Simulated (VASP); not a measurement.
# AlN (P1) in VASP: notebook

AlN is run at these levels: r2SCAN; tasks: single point.

Program: VASP 6.6.1. These are calculated values, not measurements. Logs are shortened: lines on timing, memory, paths and dates and some standing lists are left out, and cuts for length are marked.

### 1 The cell of the first run

The typed cell holds 32 atoms: a = 6.213 Å, b = 6.213 Å, c = 9.957 Å, α = 90.00°, β = 90.00°, γ = 120.00°.

### 2 Single point, r2SCAN

Input file POSCAR:

```
AlN
1.0
    6.2133890049      0.0000000000      0.0000000000
   -3.1066945025      5.3809527219      0.0000000000
    0.0000000000      0.0000000000      9.9571771017
Al N
16 16
Direct
    0.1856685819      0.3524440927     -0.0115713519
    0.3208700733      0.1654651223      0.2516201102
    0.1824409315      0.3216101478      0.5054267840
    0.3549268706      0.1759286968      0.7468054373
    0.1541246241      0.8295547704     -0.0023862185
    0.3157754112      0.6745476475      0.2539119245
    0.1451451192      0.8377183805      0.5025355027
    0.3298427031      0.6681136568      0.7469416205
    0.6631059260      0.3111422989     -0.0000266140
    0.8517333178      0.1517952382      0.2441596624
    0.6850586774      0.3265956961      0.4911322707
    0.8365488134      0.1594409103      0.7544006623
    0.6562497003      0.8337062658      0.0018687023
    0.8246884168      0.6655510994      0.2526555443
    0.6438026640      0.8078513647      0.5026693760
    0.8297800881      0.6698494089      0.7488690744
    0.1714639590      0.3415006775      0.1833935443
    0.3597988417      0.1727956085      0.4387687349
    0.1796837178      0.3332106957      0.7036402917
    0.3343167241      0.1644290604      0.9363496205
    0.1560067576      0.8455690349      0.1941515130
    0.3152275409      0.6678813559      0.4520594496
    0.1589849542      0.8495854240      0.6935964812
    0.3384520831      0.6825049745      0.9354260655
    0.6863381826      0.3513364822      0.1929735688
    0.8477357546      0.1593948218      0.4366447393
    0.6811790281      0.3366678902      0.6867440370
    0.8397751669      0.1858659705      0.9388952215
    0.6516058234      0.8317224163      0.1988483262
    0.8298568524      0.6679608957      0.4394466379
    0.6646420865      0.8364864426      0.6812301248
    0.8239170914      0.6668700108      0.9431008311
```

Input file INCAR.step1:

```
SYSTEM = AlN
PREC = Accurate
ENCUT = 520
ISMEAR = -1
SIGMA = 0.069
LREAL = Auto
LASPH = .TRUE.
NELM = 100
NBANDS = 86
GGA = PE
ALGO = Normal
EDIFF = 1E-4
LWAVE = .TRUE.
LCHARG = .FALSE.
```

Input file INCAR.step2:

```
SYSTEM = AlN
PREC = Accurate
ENCUT = 520
EDIFF = 1E-6
ISMEAR = -1
SIGMA = 0.069
LREAL = Auto
LASPH = .TRUE.
NELM = 100
ALGO = Normal
ISIF = 2
LWAVE = .FALSE.
LCHARG = .FALSE.
METAGGA = R2SCAN
LMIXTAU = .TRUE.
NBANDS = 86
ISTART = 1
```

Input file KPOINTS:

```
regular mesh
0
G
  3 3 2
  0 0 0
```

Potentials or basis: VASP PAW PBE potentials, release 64 (Al, N).

Command:

```bash
$ cat potpaw_PBE.64/Al/POTCAR potpaw_PBE.64/N/POTCAR > POTCAR
$ cp INCAR.step1 INCAR
$ mpirun -np 1 vasp_std > vasp.out
$ cp INCAR.step2 INCAR
$ mpirun -np 1 vasp_std > vasp.out
```

OUTCAR:

```text
SYSTEM = AlN
   PREC = Accurate
   ENCUT = 520
   EDIFF = 1E-6
   ISMEAR = -1
   LREAL = Auto
   LASPH = .TRUE.
   NELM = 100
   ISIF = 2
   METAGGA = R2SCAN
   ISTART = 1

 ion  position               nearest neighbor table
   1  0.186  0.352  0.988-  24 1.85  20 1.89  28 1.93  17 1.94   8 2.95  13 2.96  12 3.00   4 3.04
                             5 3.07   9 3.10  10 3.12   9 3.13   2 3.15   5 3.16   6 3.17  13 3.26
   2  0.321  0.165  0.252-  21 1.81  18 1.88  17 1.88  25 2.05  10 2.87   3 2.98   6 3.03   7 3.06
                            11 3.09  14 3.09   5 3.11   9 3.11  14 3.12   1 3.15   6 3.18  10 3.34
   3  0.182  0.322  0.505-  18 1.88  26 1.93  22 1.95  19 1.98   7 2.90  15 2.95   4 2.95   2 2.98
                             8 3.05  12 3.10  11 3.11  11 3.11  10 3.15   6 3.15  15 3.27   7 3.33
   4  0.355  0.176  0.747-  19 1.84  23 1.85  27 1.85  20 1.89   3 2.95  16 3.01   9 3.02   1 3.04
                            12 3.05   7 3.05   8 3.08  11 3.11   5 3.12   8 3.14  12 3.17  16 3.21
   5  0.154  0.830  0.998-  32 1.86  24 1.89  20 1.90  21 1.96  16 3.03   1 3.07   6 3.07   9 3.08
                             8 3.09  14 3.10  13 3.11  13 3.11   2 3.11   4 3.12   9 3.14   1 3.16
   6  0.316  0.675  0.254-  21 1.88  29 1.89  17 1.93  22 1.97  14 3.02   2 3.03  15 3.05   7 3.06
                             5 3.07  10 3.08  13 3.11   3 3.15  10 3.17   1 3.17   2 3.18  14 3.19
   7  0.145  0.838  0.503-  30 1.81  22 1.90  23 1.90  18 1.93   3 2.90  16 2.98  15 3.03  14 3.03
                            11 3.03   4 3.05   6 3.06   2 3.06   8 3.09  15 3.20  11 3.21   3 3.33
   8  0.330  0.668  0.747-  19 1.86  24 1.88  31 1.92  23 1.97   1 2.95  15 2.96   3 3.05   4 3.08
                             5 3.09  13 3.09   7 3.09  16 3.10  12 3.10  16 3.11  12 3.11   4 3.14
   9  0.663  0.311  1.000-  28 1.74  20 1.88  25 1.93  32 2.00  13 2.95  12 3.01   4 3.02  10 3.07
[... 17 lines left out ...]
  19  0.180  0.333  0.704-   4 1.84   8 1.86  12 1.91   3 1.98
  20  0.334  0.164  0.936-   9 1.88   1 1.89   4 1.89   5 1.90
  21  0.156  0.846  0.194-   2 1.81   6 1.88  14 1.88   5 1.96
  22  0.315  0.668  0.452-  15 1.84   7 1.90   3 1.95   6 1.97
[... 8 lines left out ...]
  31  0.665  0.836  0.681-  15 1.79  12 1.89  16 1.91   8 1.92
  32  0.824  0.667  0.943-   5 1.86  13 1.89  16 1.93   9 2.00

  LATTYP: Found a hexagonal cell.
 ALAT       =     6.2133890049
 C/A-ratio  =     1.6025356040

  Lattice vectors:

 A1 = (   6.2133890049,   0.0000000000,   0.0000000000)
 A2 = (  -3.1066945025,   5.3809527219,   0.0000000000)
 A3 = (   0.0000000000,   0.0000000000,   9.9571771017)

Analysis of symmetry for initial positions (statically):
=====================================================================
 Subroutine PRICEL returns:
 Original cell was already a primitive cell.

 Routine SETGRP: Setting up the symmetry group for a
 hexagonal supercell.

 Subroutine GETGRP returns: Found  1 space group operations
 (whereof  1 operations were pure point group operations)
 out of a pool of 24 trial point group operations.

The static configuration has the point symmetry C_1 .

Analysis of symmetry for dynamics (positions and initial velocities):
=====================================================================
 Subroutine PRICEL returns:
 Original cell was already a primitive cell.

 Routine SETGRP: Setting up the symmetry group for a
 hexagonal supercell.

 Subroutine GETGRP returns: Found  1 space group operations
 (whereof  1 operations were pure point group operations)
 out of a pool of 24 trial point group operations.

The dynamic configuration has the point symmetry C_1 .

 Subroutine INISYM returns: Found  1 space group operations
 (whereof  1 operations are pure point group operations),
 and found     1 'primitive' translations

----------------------------------------------------------------------------------------

                                     Primitive cell

  volume of cell :     332.9078

[... 42 lines left out ...]
   TEBEG  =    0.0;   TEEND  =   0.0 temperature during run
   PSTRESS=    0.0 pullay stress
   NELECT =     128.0000    total number of electrons
   NUPDOWN=      -1.0000    fix difference up-down
   EMIN   =  10.00;   EMAX   =-10.00  energy-range for DOS
   EFERMI =   0.00;   METHOD = LEGACY
   ISMEAR =    -1;   SIGMA  =   0.07  broadening in eV -4-tet -1-fermi 0-gaus
   EFERMI_NEDOS =   21; number of points for ismear=-14 and -15
   IALGO  =     38    algorithm
   IMIX   =      4    mixing-type and parameters
     AMIX     =   0.40;   BMIX     =  1.00
     AMIX_MAG =   1.60;   BMIX_MAG =  1.00
  volume/ion in A,a.u.               =      10.40        70.21
  Fermi-wavevector in a.u.,A,eV,Ry     =   1.190429  2.249585 19.281105  1.417121
  Thomas-Fermi vector in A             =   2.326514
   LORBIT       =      0    0 simple, 1 ext, 2 COOP (PROOUT), +10 PAW based schemes
   METAGGA = R2SCAN    functional components
   LHFCALC =     F    Hartree Fock is set to
   AEXX    =    0.0000 exact exchange contribution
   IVDW    =     0    specifies the selected vdW correction
   LEPSILON=     F    determine dielectric tensor
   LRPA    =     F    only Hartree local field effects (RPA)
 non-spin polarized calculation
  energy-cutoff  :      520.00
  volume of cell :      332.91
 maximum number of plane-waves:      8990
 NGX is ok and might be reduce to    48
   NGX = 23   NGY = 23   NGZ = 37

 number of electron     128.0000002 magnetization

 Free energy of the ion-electron system (eV)
  ---------------------------------------------------
  ext. energy  EPLUGINS =         0.00000000
  ---------------------------------------------------
  free energy    TOTEN  =      -305.19952219 eV

  energy without entropy =     -305.19952219  energy(sigma->0) =     -305.19952219

 E-fermi :   7.6666     XC(G=0): -11.4216

 val. band max:        6.1029962963   @ k =   0.0000   0.0000   0.0000
 cond. band min:      10.6548301576   @ k =   0.0000   0.0000   0.0000
 fundamental gap:      4.5518338613
 Fermi energy:         7.6665835727

 k-point     1 :       0.0000    0.0000    0.0000
  band No.  band energies     occupation
      1     -10.1099      2.00000
      2      -9.2912      2.00000
      3      -9.1772      2.00000
      4      -8.2874      2.00000
      5      -8.2662      2.00000
      6      -8.1225      2.00000
[... 779 lines left out ...]
     75      13.7895      0.00000
     76      13.9537      0.00000
 [bands above 76 left out]

------------------------ aborting loop because EDIFF is reached ----------------------------------------

  FORCE on cell =-STRESS in cart. coord.  units (eV):
  Direction    XX          YY          ZZ          XY          YZ          ZX
  --------------------------------------------------------------------------------------
  -------------------------------------------------------------------------------------
  Total        2.4075559      2.8157983     -0.9108756      1.0657387      3.9836813      0.3498675
  in kB       11.5867864     13.5515248     -4.3837490      5.1290550     19.1721676      1.6837989
  external PRESSURE =       6.9181874 kB  Pullay stress =       0.0000000 kB

 VOLUME and BASIS-vectors are now :
 -----------------------------------------------------------------------------
  energy-cutoff  :      520.00
  volume of cell :      332.91
      direct lattice vectors                 reciprocal lattice vectors
     6.213389005  0.000000000  0.000000000     0.160942764  0.092920348  0.000000000
    -3.106694502  5.380952722  0.000000000     0.000000000  0.185840696  0.000000000
     0.000000000  0.000000000  9.957177102     0.000000000  0.000000000  0.100430071

 POSITION                                       TOTAL-FORCE (eV/Angst)
 -----------------------------------------------------------------------------------
      0.05870      1.89648      9.84196        -0.305595     -1.221819      0.841908
      1.47964      0.89036      2.50543         2.001384      1.835869     -0.668270
      0.13443      1.73057      5.03262        -1.767373      0.827705     -0.018766
      1.65874      0.94666      7.43607        -0.394673     -0.394534      0.722799
     -1.61954      4.46379      9.93342        -0.157521      0.740168      0.249339
     -0.13358      3.62971      2.52825         0.632883     -0.540416      0.505124
[... 24 lines left out ...]
      1.53097      4.50109      6.78313        -0.061693     -0.424800      2.550604
      3.04756      3.58840      9.39062        -0.244393     -0.334072     -0.543929
 -----------------------------------------------------------------------------------
    total drift:                               -0.010938     -0.000243      0.033210

  FREE ENERGIE OF THE ION-ELECTRON SYSTEM (eV)
  ---------------------------------------------------
  free  energy   TOTEN  =      -305.1995221881 eV

  energy  without entropy=     -305.1995221881  energy(sigma->0) =     -305.19952219
```

It took 18 min on 1 thread of AMD EPYC 9R45 (Zen 5), shared host; peak memory 0.54 GiB.

Results:

| Quantity | Value |
| --- | --- |
| Free energy | -305.1995 eV |
| Pressure | 0.7 GPa |
| Largest force | 3.946 eV/Å |
| Band gap on the k mesh | 4.55 eV |

Forces on the atoms (eV/Å):
```
Al  -0.306 -1.222  0.842
Al   2.001  1.836 -0.668
Al  -1.767  0.828 -0.019
Al  -0.395 -0.395  0.723
Al  -0.158  0.740  0.249
Al   0.633 -0.540  0.505
Al   1.991  0.232  0.380
Al  -0.382  0.857 -0.556
Al  -2.294  2.891  1.398
Al  -2.517  2.125  1.123
Al   0.394  0.492  0.628
Al  -0.070  0.749 -1.303
Al   1.209  0.487  0.389
Al  -0.203  0.236 -0.421
Al   0.359  2.118 -1.750
Al   0.010 -0.191  0.435
N    0.474  0.382  0.044
N   -1.994 -0.762  0.368
N   -0.767  0.117 -1.525
N    0.254  0.088  0.623
N    0.494 -0.831 -0.840
N    0.437 -1.024 -1.083
N    1.135 -1.104 -0.522
N   -0.436 -0.216  0.349
N   -0.447 -2.829 -0.520
N    0.625 -0.542  0.445
N    0.205  0.078 -0.142
N    2.141 -2.323  0.114
N    0.195 -0.763 -1.539
N   -0.515 -0.753  0.266
N   -0.062 -0.425  2.551
N   -0.244 -0.334 -0.544
```

Stress tensor (GPa, compression positive):
```
 1.16  0.51  0.17
 0.51  1.36  1.92
 0.17  1.92 -0.44
```

Levels at points of the mesh, in eV from the valence-band top:
```csv
k point,band 61,band 62,band 63,band 64,band 65,band 66,band 67,band 68
"(0.00, 0.00, 0.00)",-0.44,-0.24,-0.19,0.00,4.55,5.47,5.54,5.66
"(0.00, 0.00, 0.50)",-0.53,-0.37,-0.22,-0.20,5.12,5.26,5.36,5.47
```

Caveat: the atoms stand as in a frame of molecular dynamics; the PAW data sets were made with another functional, which shifts forces and pressure a little. r2SCAN opens gaps a little over a GGA but as a rule still falls short of measured ones.

(Continued in part 2 of 2.)
